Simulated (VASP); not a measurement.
# WC (Qusongite) (P-6m2) in VASP: notebook

Runs on WC (Qusongite). Level: PBE. Tasks: single point.

Program: VASP 6.6.1. These are calculated values, not measurements. Logs are shortened: lines on timing, memory, paths and dates and some standing lists are left out, and cuts for length are marked.

## Step 1: The cell of the first run

It takes space group P-6m2 (No. 187, hexagonal). Conventional cell: a = 2.785 Å, b = 2.785 Å, c = 2.718 Å, α = 90.00°, β = 90.00°, γ = 120.00°. Within 2.8 Å of W (site symmetry -6m2) lie 6 C at 2.11 Å and 8 W at 2.72 to 2.79 Å. C (site symmetry -6m2) has 6 W at 2.11 Å and 8 C at 2.72 to 2.79 Å within 2.8 Å.

## Step 2: Single point, PBE

INCAR reads:

```
SYSTEM = WC
  ALGO = Normal
  EDIFF = 1E-6
  ENCUT = 520
  GGA = PE
  ISIF = 2
  ISMEAR = -1
  LASPH = .True.
  LCHARG = .False.
  LREAL = .False.
  LWAVE = .False.
  NBANDS = 16
  NELM = 100
  PREC = Accurate
  SIGMA = 0.1
```

KPOINTS reads:

```
k-points
0
Gamma
  11 11 10
  0 0 0
```

POSCAR reads:

```
WC
1.0
    2.7852523629      0.0000000000      0.0000000000
   -1.3926261815      2.4120994593      0.0000000000
    0.0000000000      0.0000000000      2.7182683133
W C
1 1
Direct
    0.0000000000      0.0000000000      0.0000000000
    0.6666666667      0.3333333333      0.5000000000
```

Potentials or basis: VASP PAW PBE potentials, release 64 (W_sv, C).

On the command line:

```
$ cat potpaw_PBE.64/W_sv/POTCAR potpaw_PBE.64/C/POTCAR > POTCAR
$ mpirun -np 1 vasp_std > vasp.out
```

OUTCAR:

```text
SYSTEM = WC
   EDIFF = 1E-6
   ENCUT = 520
   GGA = PE
   ISIF = 2
   ISMEAR = -1
   LASPH = .True.
   LREAL = .False.
   NELM = 100
   PREC = Accurate

 ion  position               nearest neighbor table
   1  0.000  0.000  0.000-   2 2.11   2 2.11   2 2.11   2 2.11   2 2.11   2 2.11
   2  0.667  0.333  0.500-   1 2.11   1 2.11   1 2.11   1 2.11   1 2.11   1 2.11

  LATTYP: Found a hexagonal cell.
 ALAT       =     2.7852523629
 C/A-ratio  =     0.9759504559

  Lattice vectors:

 A1 = (   2.7852523629,   0.0000000000,   0.0000000000)
 A2 = (  -1.3926261815,   2.4120994593,   0.0000000000)
 A3 = (   0.0000000000,   0.0000000000,   2.7182683133)

Analysis of symmetry for initial positions (statically):
=====================================================================
 Subroutine PRICEL returns:
 Original cell was already a primitive cell.

 Routine SETGRP: Setting up the symmetry group for a
 hexagonal supercell.

 Subroutine GETGRP returns: Found 12 space group operations
 (whereof 12 operations were pure point group operations)
 out of a pool of 24 trial point group operations.

The static configuration has the point symmetry D_3h.

Analysis of symmetry for dynamics (positions and initial velocities):
=====================================================================
 Subroutine PRICEL returns:
 Original cell was already a primitive cell.

 Routine SETGRP: Setting up the symmetry group for a
 hexagonal supercell.

 Subroutine GETGRP returns: Found 12 space group operations
 (whereof 12 operations were pure point group operations)
 out of a pool of 24 trial point group operations.

The dynamic configuration has the point symmetry D_3h.

 Subroutine INISYM returns: Found 12 space group operations
 (whereof 12 operations are pure point group operations),
 and found     1 'primitive' translations

----------------------------------------------------------------------------------------

                                     Primitive cell

  volume of cell :      18.2622

  direct lattice vectors                    reciprocal lattice vectors
     2.785252363  0.000000000  0.000000000     0.359033893  0.207288302  0.000000000
    -1.392626182  2.412099459  0.000000000     0.000000000  0.414576603  0.000000000
     0.000000000  0.000000000  2.718268313     0.000000000  0.000000000  0.367881270

  length of vectors
     2.785252363  2.785252499  2.718268313     0.414576623  0.414576603  0.367881270

  position of ions in fractional coordinates (direct lattice)
     0.000000000  0.000000000  0.000000000
     0.666666667  0.333333333  0.500000000

  ion indices of the primitive-cell ions
   primitive index   ion index
                 1           1
                 2           2

----------------------------------------------------------------------------------------

 KPOINTS: k-points

Automatic generation of k-mesh.
 Grid dimensions read from file:
 generate k-points for:   11   11   10

 Generating k-lattice:

  Cartesian coordinates                     Fractional coordinates (reciprocal lattice)
     0.032639445  0.018844391  0.000000000     0.090909091 -0.000000000  0.000000000
     0.000000000  0.037688782  0.000000000     0.000000000  0.090909091  0.000000000
     0.000000000  0.000000000  0.036788127     0.000000000  0.000000000  0.100000000

  Length of vectors
     0.037688784  0.037688782  0.036788127

  Shift w.r.t. Gamma in fractional coordinates (k-lattice)
     0.000000000  0.000000000  0.000000000

 Subroutine IBZKPT returns following result:
 ===========================================

 Found     96 irreducible k-points:

 Following reciprocal coordinates:
            Coordinates               Weight
  0.000000  0.000000  0.000000      1.000000
  0.090909  0.000000  0.000000      6.000000
  0.181818 -0.000000  0.000000      6.000000
  0.272727  0.000000  0.000000      6.000000
  0.363636 -0.000000  0.000000      6.000000
  0.454545 -0.000000  0.000000      6.000000
[... 16 lines left out ...]
  0.090909  0.090909  0.100000     12.000000
  0.181818  0.090909  0.100000     24.000000
 [... further k-points ...]
   k-points           NKPTS =     96   k-points in BZ     NKDIM =     96   number of bands    NBANDS=     16
   number of dos      NEDOS =    301   number of ions     NIONS =      2
   total plane-waves  NPLWV =  11520
   dimension x,y,z NGX =    24 NGY =   24 NGZ =   20
   dimension x,y,z NGXF=    48 NGYF=   48 NGZF=   40
   ions per type =               1   1
   NGX,Y,Z   is equivalent  to a cutoff of  14.33, 14.33, 12.23 a.u.
   NGXF,Y,Z  is equivalent  to a cutoff of  28.65, 28.65, 24.46 a.u.
 SYSTEM =  WC
   PREC   = accura    normal or accurate (medium, high low for compatibility)
   ISTART =      0    job   : 0-new  1-cont  2-samecut
   ICHARG =      2    charge: 1-file 2-atom 10-const
   ISPIN  =      1    spin polarized calculation?
   LNONCOLLINEAR =      F non collinear calculations
   LSORBIT =      F    spin-orbit coupling
   LASPH  =      T    aspherical Exc in radial PAW
   ENCUT  =  520.0 eV  38.22 Ry    6.18 a.u.   5.18  5.18  5.05*2*pi/ulx,y,z
   NELM   =    100;   NELMIN=  2; NELMDL= -5     # of ELM steps
   EDIFF  = 0.1E-05   stopping-criterion for ELM
   LREAL  =      F    real-space projection
   EDIFFG = 0.1E-04   stopping-criterion for IOM
   NSW    =      0    number of steps for IOM
   IBRION =     -1    ionic relax: 0-MD 1-quasi-New 2-CG
   NFREE  =      0    steps in history (QN), initial steepest desc. (CG)
   ISIF   =      2    stress and relaxation
   ISYM   =      2    0-nonsym 1-usesym 2-fastsym
   POTIM  = 0.5000    time-step for ionic-motion
   TEBEG  =    0.0;   TEEND  =   0.0 temperature during run
   PSTRESS=    0.0 pullay stress
   NELECT =      18.0000    total number of electrons
   NUPDOWN=      -1.0000    fix difference up-down
   EMIN   =  10.00;   EMAX   =-10.00  energy-range for DOS
   EFERMI =   0.00;   METHOD = LEGACY
   ISMEAR =    -1;   SIGMA  =   0.10  broadening in eV -4-tet -1-fermi 0-gaus
   EFERMI_NEDOS =   21; number of points for ismear=-14 and -15
   IALGO  =     38    algorithm
   IMIX   =      4    mixing-type and parameters
     AMIX     =   0.40;   BMIX     =  1.00
     AMIX_MAG =   1.60;   BMIX_MAG =  1.00
  volume/ion in A,a.u.               =       9.13        61.62
  Fermi-wavevector in a.u.,A,eV,Ry     =   1.629227  3.078793 36.115047  2.654381
  Thomas-Fermi vector in A             =   2.721728
   LORBIT       =      0    0 simple, 1 ext, 2 COOP (PROOUT), +10 PAW based schemes
   GGA     = PE    functional components
   LHFCALC =     F    Hartree Fock is set to
   AEXX    =    0.0000 exact exchange contribution
   IVDW    =     0    specifies the selected vdW correction
   LEPSILON=     F    determine dielectric tensor
   LRPA    =     F    only Hartree local field effects (RPA)
 non-spin polarized calculation
  energy-cutoff  :      520.00
  volume of cell :       18.26
 maximum number of plane-waves:       515
 NGX is ok and might be reduce to    24
   NGX = 11   NGY = 11   NGZ = 11

 number of electron      18.0000003 magnetization

 Free energy of the ion-electron system (eV)
  ---------------------------------------------------
  ext. energy  EPLUGINS =         0.00000000
  ---------------------------------------------------
  free energy    TOTEN  =       -21.85868763 eV

  energy without entropy =      -21.84913456  energy(sigma->0) =      -21.85391109

 E-fermi :  13.1204     XC(G=0): -14.5251

 val. band max:       13.1068484053   @ k =   0.0000   0.0000   0.1000
 cond. band min:      13.1261511395   @ k =   0.0000   0.0000   0.3000
 fundamental gap:      0.0193027342
 Fermi energy:        13.1204157759

 k-point     1 :       0.0000    0.0000    0.0000
  band No.  band energies     occupation
      1     -60.7426      2.00000
      2     -24.7114      2.00000
      3     -24.5551      2.00000
      4     -24.5551      2.00000
      5      -2.4454      2.00000
      6       7.8975      2.00000
[... 8 lines left out ...]
     15      28.8151      0.00000
     16      30.9464      0.00000

 k-point     2 :       0.0909    0.0000    0.0000
  band No.  band energies     occupation
      1     -60.7342      2.00000
      2     -24.6971      2.00000
      3     -24.6644      2.00000
      4     -24.5791      2.00000
      5      -2.1877      2.00000
      6       7.9642      2.00000
[... 8 lines left out ...]
     15      28.2007      0.00000
     16      31.4708      0.00000

 k-point     3 :       0.1818   -0.0000    0.0000
  band No.  band energies     occupation
      1     -60.7118      2.00000
      2     -24.9499      2.00000
      3     -24.6586      2.00000
      4     -24.6431      2.00000
      5      -1.4793      2.00000
      6       7.4341      2.00000
[... 8 lines left out ...]
     15      27.7098      0.00000
     16      32.7828      0.00000

 k-point     4 :       0.2727    0.0000    0.0000
  band No.  band energies     occupation
      1     -60.6823      2.00000
      2     -25.3078      2.00000
      3     -24.7257      2.00000
      4     -24.6078      2.00000
      5      -0.4935      2.00000
      6       6.5093      2.00000
[... 8 lines left out ...]
     15      28.3356      0.00000
     16      32.6469      0.00000
[... 324 lines left out ...]
 k-point    22 :       0.4545   -0.0000    0.1000
  band No.  band energies     occupation
      1     -60.6323      2.00000
      2     -25.7862      2.00000
      3     -24.8322      2.00000
      4     -24.6397      2.00000
      5       1.2877      2.00000
      6       5.2663      2.00000
[... 8 lines left out ...]
     15      27.7773      0.00000
     16      32.4894      0.00000

 k-point    23 :       0.0909    0.0909    0.1000
  band No.  band energies     occupation
      1     -60.7119      2.00000
      2     -24.8473      2.00000
      3     -24.7825      2.00000
      4     -24.6192      2.00000
      5      -1.4374      2.00000
      6       7.8176      2.00000
[... 8 lines left out ...]
     15      27.5413      0.00000
     16      31.8467      0.00000

 k-point    24 :       0.1818    0.0909    0.1000
  band No.  band energies     occupation
      1     -60.6860      2.00000
      2     -25.1464      2.00000
      3     -24.7385      2.00000
      4     -24.7087      2.00000
      5      -0.6219      2.00000
      6       7.0106      2.00000
[... 8 lines left out ...]
     15      27.3975      0.00000
     16      32.2318      0.00000

 [... further k-points ...]

------------------------ aborting loop because EDIFF is reached ----------------------------------------

  FORCE on cell =-STRESS in cart. coord.  units (eV):
  Direction    XX          YY          ZZ          XY          YZ          ZX
  --------------------------------------------------------------------------------------
  -------------------------------------------------------------------------------------
  Total        8.3071422      8.3071433      9.3508227     -0.0000000     -0.0000000     -0.0000000
  in kB      728.8029812    728.8030761    820.3672618     -0.0000000     -0.0000000     -0.0000000
  external PRESSURE =     759.3244397 kB  Pullay stress =       0.0000000 kB

 VOLUME and BASIS-vectors are now :
 -----------------------------------------------------------------------------
  energy-cutoff  :      520.00
  volume of cell :       18.26
      direct lattice vectors                 reciprocal lattice vectors
     2.785252363  0.000000000  0.000000000     0.359033893  0.207288302  0.000000000
    -1.392626182  2.412099459  0.000000000     0.000000000  0.414576603  0.000000000
     0.000000000  0.000000000  2.718268313     0.000000000  0.000000000  0.367881270

 POSITION                                       TOTAL-FORCE (eV/Angst)
 -----------------------------------------------------------------------------------
      0.00000      0.00000      0.00000        -0.000000      0.000000      0.000000
      1.39263      0.80403      1.35913         0.000000      0.000000      0.000000
 -----------------------------------------------------------------------------------
    total drift:                               -0.000000      0.000001      0.000000

  FREE ENERGIE OF THE ION-ELECTRON SYSTEM (eV)
  ---------------------------------------------------
  free  energy   TOTEN  =       -21.8586876264 eV

  energy  without entropy=      -21.8491345629  energy(sigma->0) =      -21.85391109
```

It took 8.5 s on 1 thread of Intel Xeon 6975P-C (Granite Rapids), shared host; peak memory 0.15 GiB.

The run converged, but its numbers aren't listed here, since they failed a check.

Caveat: spin-orbit coupling is left out, which moves the levels of the heavy elements.

## Step 3: Single point, PBE

This run uses another cell than the first one, of 9.55 Å³/atom, 1.045 times its volume.

INCAR reads:

```
ALGO = Normal
EDIFF = 1E-6
ENCUT = 520
GGA = PE
ISIF = 2
ISMEAR = -1
LASPH = True
LCHARG = False
LREAL = False
LWAVE = False
NBANDS = 16
NELM = 60
PREC = Accurate
SIGMA = 0.1
```

KPOINTS reads:

```
k-points
0
Gamma
  11 11 10
```

POSCAR reads:

```
WC
1.0
    2.8268294234      0.0000000000      0.0000000000
   -1.4134147117      2.4481062522      0.0000000000
    0.0000000000      0.0000000000      2.7588454645
W C
1 1
Direct
    0.0000000000      0.0000000000      0.0000000000
    0.6666666667      0.3333333333      0.5000000000
```

Potentials or basis: VASP PAW PBE potentials, release 64 (W_sv, C).

On the command line:

```
$ cat potpaw_PBE.64/W_sv/POTCAR potpaw_PBE.64/C/POTCAR > POTCAR
$ mpirun -np 1 vasp_std > vasp.out
```

OUTCAR:

```text
EDIFF = 1E-6
   ENCUT = 520
   GGA = PE
   ISIF = 2
   ISMEAR = -1
   LASPH = True
   LREAL = False
   NELM = 60
   PREC = Accurate

 ion  position               nearest neighbor table
   1  0.000  0.000  0.000-   2 2.14   2 2.14   2 2.14   2 2.14   2 2.14   2 2.14
   2  0.667  0.333  0.500-   1 2.14   1 2.14   1 2.14   1 2.14   1 2.14   1 2.14

  LATTYP: Found a hexagonal cell.
 ALAT       =     2.8268294234
 C/A-ratio  =     0.9759504559

  Lattice vectors:

 A1 = (   2.8268294234,   0.0000000000,   0.0000000000)
 A2 = (  -1.4134147117,   2.4481062522,   0.0000000000)
 A3 = (   0.0000000000,   0.0000000000,   2.7588454645)

Analysis of symmetry for initial positions (statically):
=====================================================================
 Subroutine PRICEL returns:
 Original cell was already a primitive cell.

 Routine SETGRP: Setting up the symmetry group for a
 hexagonal supercell.

 Subroutine GETGRP returns: Found 12 space group operations
 (whereof 12 operations were pure point group operations)
 out of a pool of 24 trial point group operations.

The static configuration has the point symmetry D_3h.

Analysis of symmetry for dynamics (positions and initial velocities):
=====================================================================
 Subroutine PRICEL returns:
 Original cell was already a primitive cell.

 Routine SETGRP: Setting up the symmetry group for a
 hexagonal supercell.

 Subroutine GETGRP returns: Found 12 space group operations
 (whereof 12 operations were pure point group operations)
 out of a pool of 24 trial point group operations.

The dynamic configuration has the point symmetry D_3h.

 Subroutine INISYM returns: Found 12 space group operations
 (whereof 12 operations are pure point group operations),
 and found     1 'primitive' translations

----------------------------------------------------------------------------------------

[... 111 lines left out ...]
     AMIX     =   0.40;   BMIX     =  1.00
     AMIX_MAG =   1.60;   BMIX_MAG =  1.00
  volume/ion in A,a.u.               =       9.55        64.42
  Fermi-wavevector in a.u.,A,eV,Ry     =   1.605264  3.033510 35.060498  2.576874
  Thomas-Fermi vector in A             =   2.701638
   LORBIT       =      0    0 simple, 1 ext, 2 COOP (PROOUT), +10 PAW based schemes
   GGA     = PE    functional components
   LHFCALC =     F    Hartree Fock is set to
   AEXX    =    0.0000 exact exchange contribution
   IVDW    =     0    specifies the selected vdW correction
   LEPSILON=     F    determine dielectric tensor
   LRPA    =     F    only Hartree local field effects (RPA)
 non-spin polarized calculation
  energy-cutoff  :      520.00
  volume of cell :       19.09
 maximum number of plane-waves:       527
 NGX is ok and might be reduce to    24
   NGX = 11   NGY = 11   NGZ = 11

 number of electron      18.0000001 magnetization

 Free energy of the ion-electron system (eV)
  ---------------------------------------------------
  ext. energy  EPLUGINS =         0.00000000
  ---------------------------------------------------
  free energy    TOTEN  =       -22.17768199 eV

  energy without entropy =      -22.16817852  energy(sigma->0) =      -22.17293026

 E-fermi :  12.4010     XC(G=0): -14.2699

 val. band max:       12.3908668289   @ k =   0.4545  -0.0000   0.4000
 cond. band min:      12.4024578104   @ k =   0.0000   0.0000   0.1000
 fundamental gap:      0.0115909814
 Fermi energy:        12.4009707604

 k-point     1 :       0.0000    0.0000    0.0000
  band No.  band energies     occupation
      1     -61.5175      2.00000
      2     -25.4934      2.00000
      3     -25.3589      2.00000
      4     -25.3589      2.00000
      5      -2.7873      2.00000
      6       7.4974      2.00000
[... 433 lines left out ...]
      3     -25.5173      2.00000
      4     -25.4907      2.00000
      5      -1.0634      2.00000
      6       6.5876      2.00000
[... 8 lines left out ...]
     15      26.4091      0.00000
     16      31.0409      0.00000

 [... further k-points ...]

------------------------ aborting loop because EDIFF is reached ----------------------------------------

  FORCE on cell =-STRESS in cart. coord.  units (eV):
  Direction    XX          YY          ZZ          XY          YZ          ZX
  --------------------------------------------------------------------------------------
  -------------------------------------------------------------------------------------
  Total        5.4968316      5.4968324      6.1430241     -0.0000000      0.0000000      0.0000000
  in kB      461.2812241    461.2812841    515.5081812     -0.0000000      0.0000000      0.0000000
  external PRESSURE =     479.3568965 kB  Pullay stress =       0.0000000 kB

 VOLUME and BASIS-vectors are now :
 -----------------------------------------------------------------------------
  energy-cutoff  :      520.00
  volume of cell :       19.09
      direct lattice vectors                 reciprocal lattice vectors
     2.826829423  0.000000000  0.000000000     0.353753216  0.204239501  0.000000000
    -1.413414712  2.448106252  0.000000000     0.000000000  0.408479003  0.000000000
     0.000000000  0.000000000  2.758845464     0.000000000  0.000000000  0.362470466

 POSITION                                       TOTAL-FORCE (eV/Angst)
 -----------------------------------------------------------------------------------
      0.00000      0.00000      0.00000         0.000000      0.000000      0.000000
      1.41341      0.81604      1.37942        -0.000000     -0.000000      0.000000
 -----------------------------------------------------------------------------------
    total drift:                               -0.000000      0.000001      0.000000

  FREE ENERGIE OF THE ION-ELECTRON SYSTEM (eV)
  ---------------------------------------------------
  free  energy   TOTEN  =       -22.1776819939 eV

  energy  without entropy=      -22.1681785172  energy(sigma->0) =      -22.17293026
```

It took 9.6 s on 1 thread of Intel Xeon 6975P-C (Granite Rapids), shared host; peak memory 0.15 GiB.

Results:

```
Free energy            : -22.1777 eV
Pressure               : 47.9 GPa
Band gap on the k mesh : zero (band 9 reaches 12.96 eV, above the bottom of band 10 at 11.62 eV)
```

Stress tensor (GPa, compression positive):
```
46.13  0.00  0.00
 0.00 46.13  0.00
 0.00  0.00 51.55
```

Caveat: spin-orbit coupling is left out, which moves the levels of the heavy elements.

(Part 1 of 2 ends here.)
